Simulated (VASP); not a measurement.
**BeTe: single point with revPBE**

BeTe:

```
Be Te
1.0
     0.00000    2.87130    2.87130
     2.87130    0.00000    2.87130
     2.87130    2.87130    0.00000
Be Te
1 1
Direct
  0.00000 0.00000 0.00000
  0.75000 0.75000 0.75000
```

This cell differs from its parent crystal: volume scaled by 1.02.

- Program: VASP 6.6.1
- Task: single point
- Functional: revPBE
- Potentials or basis: VASP PAW PBE potentials, release 64 (Be, Te)
- Cutoff: 600 eV
- k mesh: 8 × 8 × 8
- Occupations: gaussian, width 0.05 eV
- Spin: no spin polarisation
- Dipole correction: no
- Further INCAR settings: ALGO = Normal; EDIFF = 1e-06; NBANDS = 11

```json
{"Pressure": "-0.9 GPa", "Band gap on the k mesh": "2.18 eV, indirect (least direct gap 3.47 eV)"}
```

Levels at points of the mesh, in eV from the valence-band top:
| k point | band 2 | band 3 | band 4 | band 5 | band 6 | band 7 |
| --- | --- | --- | --- | --- | --- | --- |
| (0.00, 0.00, 0.00) | 0.00 | 0.00 | 0.00 | 3.47 | 3.68 | 3.68 |
| (0.50, 0.00, 0.00) | -5.17 | -1.04 | -1.04 | 2.96 | 4.64 | 4.64 |
| (0.50, 0.50, 0.00) | -4.81 | -2.43 | -2.43 | 2.18 | 2.77 | 9.39 |

It took 8.6 s on 1 thread of AMD EPYC 9R45 96-Core Processor (Zen 5) (shared host), peak memory 0.15 GiB.

Caveat: the PAW data sets were made with another functional, which shifts forces and pressure a little; spin-orbit coupling is left out, which moves the levels of the heavy elements. A k mesh can miss the band edges.
